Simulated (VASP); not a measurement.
# VN (Fm-3m) in VASP: a series of runs

VN is run at these levels: PBE, LDA; tasks: single point.

Everything below comes from runs of VASP 6.6.1. Logs are shortened: lines on timing, memory, paths and dates and some standing lists are left out, and cuts for length are marked.

## 1. The cell of the first run

The structure is cubic, space group Fm-3m (No. 225). Conventional cell: a = 4.125 Å, b = 4.125 Å, c = 4.125 Å, α = 90.00°, β = 90.00°, γ = 90.00°. V (site symmetry m-3m) has 6 N at 2.06 Å within 2.7 Å. N (site symmetry m-3m) has 6 V at 2.06 Å within 2.7 Å.

## 2. Single point, PBE, collinear spin, ferromagnetic start

INCAR reads:

```
SYSTEM = VN
PREC = Accurate ; ENCUT = 600
EDIFF = 1E-6 ; ISMEAR = -4
SIGMA = 0.1 ; LREAL = .False.
LASPH = .True. ; NELM = 200
ALGO = Normal ; ISIF = 2
LWAVE = .False. ; LCHARG = .False.
ISPIN = 2 ; MAGMOM = 0.3 0
LORBIT = 11 ; LMAXMIX = 4
GGA = PE ; ISYM = 0
NBANDS = 20 ; GGA_COMPAT = .False.
```

KPOINTS reads:

```
regular mesh
0
Gamma
  1 2 4
  0 0 0
```

POSCAR reads:

```
VN
1.0
    0.0000000000      2.0624650000      2.0624650000
    2.0624650000      0.0000000000      2.0624650000
    2.0624650000      2.0624650000      0.0000000000
V N
1 1
Direct
    0.0000000000      0.0000000000      0.0000000000
    0.5000000000      0.5000000000      0.5000000000
```

Potentials or basis: VASP PAW PBE potentials, release 64 (V_sv, N).

The run is started by

```
> cat potpaw_PBE.64/V_sv/POTCAR potpaw_PBE.64/N/POTCAR > POTCAR
> mpirun -np 1 vasp_std > vasp.out
```

OUTCAR:

```text
SYSTEM = VN
   PREC = Accurate
   ENCUT = 600
   EDIFF = 1E-6
   ISMEAR = -4
   LREAL = .False.
   LASPH = .True.
   NELM = 200
   ISIF = 2
   ISPIN = 2
   LORBIT = 11
   GGA = PE
   ISYM = 0

 ion  position               nearest neighbor table
   1  0.000  0.000  0.000-   2 2.06   2 2.06   2 2.06   2 2.06   2 2.06   2 2.06
   2  0.500  0.500  0.500-   1 2.06   1 2.06   1 2.06   1 2.06   1 2.06   1 2.06

IMPORTANT INFORMATION: All symmetrisations will be switched off!
NOSYMM: (Re-)initialisation of all symmetry stuff for point group C_1.

----------------------------------------------------------------------------------------

                                     Primitive cell

  volume of cell :      17.5465

  direct lattice vectors                    reciprocal lattice vectors
     0.000000000  2.062465000  2.062465000    -0.242428356  0.242428356  0.242428356
     2.062465000  0.000000000  2.062465000     0.242428356 -0.242428356  0.242428356
     2.062465000  2.062465000  0.000000000     0.242428356  0.242428356 -0.242428356

  length of vectors
     2.916765975  2.916765975  2.916765975     0.419898230  0.419898230  0.419898230

  position of ions in fractional coordinates (direct lattice)
     0.000000000  0.000000000  0.000000000
     0.500000000  0.500000000  0.500000000

  ion indices of the primitive-cell ions
   primitive index   ion index
                 1           1
                 2           2

----------------------------------------------------------------------------------------

 KPOINTS: regular mesh

Automatic generation of k-mesh.
 Grid dimensions read from file:
 generate k-points for:    1    2    4

 Generating k-lattice:

  Cartesian coordinates                     Fractional coordinates (reciprocal lattice)
    -0.242428356  0.242428356  0.242428356     1.000000000  0.000000000  0.000000000
     0.121214178 -0.121214178  0.121214178     0.000000000  0.500000000  0.000000000
     0.060607089  0.060607089 -0.060607089     0.000000000  0.000000000  0.250000000

  Length of vectors
     0.419898230  0.209949115  0.104974558

  Shift w.r.t. Gamma in fractional coordinates (k-lattice)
     0.000000000  0.000000000  0.000000000

 -----------------------------------------------------------------------------
|                                                                             |
|           W    W    AA    RRRRR   N    N  II  N    N   GGGG   !!!           |
|           W    W   A  A   R    R  NN   N  II  NN   N  G    G  !!!           |
|           W    W  A    A  R    R  N N  N  II  N N  N  G       !!!           |
|           W WW W  AAAAAA  RRRRR   N  N N  II  N  N N  G  GGG   !            |
|           WW  WW  A    A  R   R   N   NN  II  N   NN  G    G                |
|           W    W  A    A  R    R  N    N  II  N    N   GGGG   !!!           |
|                                                                             |
|     Your reciprocal lattice and k-lattice belong to different lattice       |
|     classes:                                                                |
|                                                                             |
|        The reciprocal lattice is body-centered cubic,                       |
|        whereas your k-lattice is simple monoclinic.                         |
|                                                                             |
|     Results are often still useful ...                                      |
|                                                                             |
 -----------------------------------------------------------------------------

 WARNING: IBZKPT: internal override: KBLOWUP is changed to .FALSE.
      ... skipping the blow-up phase ...

 TETIRR: Found     24 inequivalent tetrahedra from       48

 Subroutine IBZKPT returns following result:
 ===========================================

 Found      6 irreducible k-points:

 Following reciprocal coordinates:
            Coordinates               Weight
  0.000000  0.000000  0.000000      1.000000
  0.000000  0.500000  0.000000      1.000000
  0.000000  0.000000  0.250000      2.000000
  0.000000  0.500000  0.250000      2.000000
  0.000000  0.000000  0.500000      1.000000
  0.000000  0.500000  0.500000      1.000000
   k-points           NKPTS =      6   k-points in BZ     NKDIM =      6   number of bands    NBANDS=     20
   number of dos      NEDOS =    301   number of ions     NIONS =      2
   total plane-waves  NPLWV =  13824
   dimension x,y,z NGX =    24 NGY =   24 NGZ =   24
   dimension x,y,z NGXF=    48 NGYF=   48 NGZF=   48
   ions per type =               1   1
   NGX,Y,Z   is equivalent  to a cutoff of  13.68, 13.68, 13.68 a.u.
   NGXF,Y,Z  is equivalent  to a cutoff of  27.36, 27.36, 27.36 a.u.
 SYSTEM =  VN
   PREC   = accura    normal or accurate (medium, high low for compatibility)
   ISTART =      0    job   : 0-new  1-cont  2-samecut
   ICHARG =      2    charge: 1-file 2-atom 10-const
   ISPIN  =      2    spin polarized calculation?
   LNONCOLLINEAR =      F non collinear calculations
   LSORBIT =      F    spin-orbit coupling
   LASPH  =      T    aspherical Exc in radial PAW
   ENCUT  =  600.0 eV  44.10 Ry    6.64 a.u.   5.83  5.83  5.83*2*pi/ulx,y,z
   NELM   =    200;   NELMIN=  2; NELMDL= -5     # of ELM steps
   EDIFF  = 0.1E-05   stopping-criterion for ELM
   LREAL  =      F    real-space projection
   EDIFFG = 0.1E-04   stopping-criterion for IOM
   NSW    =      0    number of steps for IOM
   IBRION =     -1    ionic relax: 0-MD 1-quasi-New 2-CG
   NFREE  =      0    steps in history (QN), initial steepest desc. (CG)
   ISIF   =      2    stress and relaxation
   ISYM   =      0    0-nonsym 1-usesym 2-fastsym
   POTIM  = 0.5000    time-step for ionic-motion
   TEBEG  =    0.0;   TEEND  =   0.0 temperature during run
   PSTRESS=    0.0 pullay stress
   NELECT =      18.0000    total number of electrons
   NUPDOWN=      -1.0000    fix difference up-down
   EMIN   =  10.00;   EMAX   =-10.00  energy-range for DOS
   EFERMI =   0.00;   METHOD = LEGACY
   ISMEAR =    -4;   SIGMA  =   0.10  broadening in eV -4-tet -1-fermi 0-gaus
   EFERMI_NEDOS =   21; number of points for ismear=-14 and -15
   IALGO  =     38    algorithm
   IMIX   =      4    mixing-type and parameters
     AMIX     =   0.40;   BMIX     =  1.00
     AMIX_MAG =   1.60;   BMIX_MAG =  1.00
  volume/ion in A,a.u.               =       8.77        59.20
  Fermi-wavevector in a.u.,A,eV,Ry     =   1.651084  3.120096 37.090533  2.726077
  Thomas-Fermi vector in A             =   2.739923
   LORBIT       =     11    0 simple, 1 ext, 2 COOP (PROOUT), +10 PAW based schemes
   GGA     = PE    functional components
   LHFCALC =     F    Hartree Fock is set to
   AEXX    =    0.0000 exact exchange contribution
   IVDW    =     0    specifies the selected vdW correction
   LEPSILON=     F    determine dielectric tensor
   LRPA    =     F    only Hartree local field effects (RPA)
 spin polarized calculation
 Fermi weights with tetrahedron method witout Bloechl corrections
  energy-cutoff  :      600.00
  volume of cell :       17.55
 maximum number of plane-waves:       588
 NGX is ok and might be reduce to    24
   NGX = 11   NGY = 11   NGZ = 11

 number of electron      18.0000005 magnetization       0.0336109

 Free energy of the ion-electron system (eV)
  ---------------------------------------------------
  ext. energy  EPLUGINS =         0.00000000
  ---------------------------------------------------
  free energy    TOTEN  =       -17.25127023 eV

  energy without entropy =      -17.25127023  energy(sigma->0) =      -17.25127023

 E-fermi :  11.6419     XC(G=0): -13.4952

 val. band max:       12.3325195728   @ k =   0.0000   0.0000   0.5000
 cond. band min:      10.9036297542   @ k =   0.0000   0.0000   0.0000
 fundamental gap:     -1.4288898186
 Fermi energy:        11.6418539015

 spin component 1

 k-point     1 :       0.0000    0.0000    0.0000
  band No.  band energies     occupation
      1     -53.2944      1.00000
      2     -27.2899      1.00000
      3     -26.8867      1.00000
      4     -26.6520      1.00000
      5      -5.7452      1.00000
      6       9.9700      1.00000
[... 12 lines left out ...]
     19      39.5104      0.00000
     20      39.6395      0.00000

 k-point     2 :       0.0000    0.5000    0.0000
  band No.  band energies     occupation
      1     -53.2209      1.00000
      2     -27.5480      1.00000
      3     -27.1680      1.00000
      4     -26.7001      1.00000
      5      -2.9759      1.00000
      6       3.2795      1.00000
[... 84 lines left out ...]
 k-point     6 :       0.0000    0.5000    0.5000
  band No.  band energies     occupation
      1     -53.1969      1.00000
      2     -27.6717      1.00000
      3     -27.0599      1.00000
      4     -26.8438      1.00000
      5      -3.9029      1.00000
      6       5.3989      1.00000
[... 12 lines left out ...]
     19      39.5281      0.00000
     20      41.8395      0.00000
 Fermi energy:        11.6418539015

 spin component 2

 k-point     1 :       0.0000    0.0000    0.0000
  band No.  band energies     occupation
      1     -53.2540      1.00000
      2     -27.2384      1.00000
      3     -26.8815      1.00000
      4     -26.5884      1.00000
      5      -5.7509      1.00000
      6       9.9615      1.00000
[... 12 lines left out ...]
     19      39.5203      0.00000
     20      39.6575      0.00000

 k-point     2 :       0.0000    0.5000    0.0000
  band No.  band energies     occupation
      1     -53.1804      1.00000
      2     -27.5175      1.00000
      3     -27.1420      1.00000
      4     -26.6363      1.00000
      5      -2.9882      1.00000
      6       3.2809      1.00000
[... 84 lines left out ...]
 k-point     6 :       0.0000    0.5000    0.5000
  band No.  band energies     occupation
      1     -53.1565      1.00000
      2     -27.6195      1.00000
      3     -27.0523      1.00000
      4     -26.7836      1.00000
      5      -3.9155      1.00000
      6       5.4062      1.00000
[... 12 lines left out ...]
     19      39.5738      0.00000
     20      41.8609      0.00000

------------------------ aborting loop because EDIFF is reached ----------------------------------------

  FORCE on cell =-STRESS in cart. coord.  units (eV):
  Direction    XX          YY          ZZ          XY          YZ          ZX
  --------------------------------------------------------------------------------------
  -------------------------------------------------------------------------------------
  Total        0.3755875      2.9308498      2.9373270      0.2994770      3.5909047     -0.3017590
  in kB       34.2950887    267.6174292    268.2088568     27.3453971    327.8873820    -27.5537711
  external PRESSURE =     190.0404582 kB  Pullay stress =       0.0000000 kB

 VOLUME and BASIS-vectors are now :
 -----------------------------------------------------------------------------
  energy-cutoff  :      600.00
  volume of cell :       17.55
      direct lattice vectors                 reciprocal lattice vectors
     0.000000000  2.062465000  2.062465000    -0.242428356  0.242428356  0.242428356
     2.062465000  0.000000000  2.062465000     0.242428356 -0.242428356  0.242428356
     2.062465000  2.062465000  0.000000000     0.242428356  0.242428356 -0.242428356

 POSITION                                       TOTAL-FORCE (eV/Angst)
 -----------------------------------------------------------------------------------
      0.00000      0.00000      0.00000        -0.000000     -0.000001      0.000000
      2.06246      2.06246      2.06246         0.000000      0.000001     -0.000000
 -----------------------------------------------------------------------------------
    total drift:                                0.000002     -0.000003      0.000001

  FREE ENERGIE OF THE ION-ELECTRON SYSTEM (eV)
  ---------------------------------------------------
  free  energy   TOTEN  =       -17.2512702335 eV

  energy  without entropy=      -17.2512702335  energy(sigma->0) =      -17.25127023

 total charge

# of ion       s       p       d       tot
------------------------------------------
    1        2.259   6.231   3.163  11.652
    2        1.208   2.595   0.000   3.803
--------------------------------------------------
tot          3.467   8.826   3.163  15.455

 magnetization (x)

# of ion       s       p       d       tot
------------------------------------------
    1        0.000   0.000   0.040   0.040
    2       -0.000  -0.008   0.000  -0.008
--------------------------------------------------
tot         -0.000  -0.008   0.040   0.032
```

Run time: 21 s. Hardware: 1 thread of Intel Xeon 8259CL, shared host; peak memory 0.15 GiB.

What came out:

| Quantity | Value |
| --- | --- |
| Free energy | -17.2513 eV |
| Pressure | 19.0 GPa |
| Band gap on the k mesh | zero (filled and empty bands overlap) |
| Net moment | 0.03 μB per cell |
| Site moments | V +0.04; N -0.01 μB |
| Valence electrons inside the program's atomic spheres | V 11.65; N 3.80 |

Caveat: the k points lie up to 2.64 Å⁻¹ apart. With open d or f shells a metallic result of PBE can be an artefact of self-interaction; +U or a hybrid may open a gap.

(Part 1 of 2 ends here.)
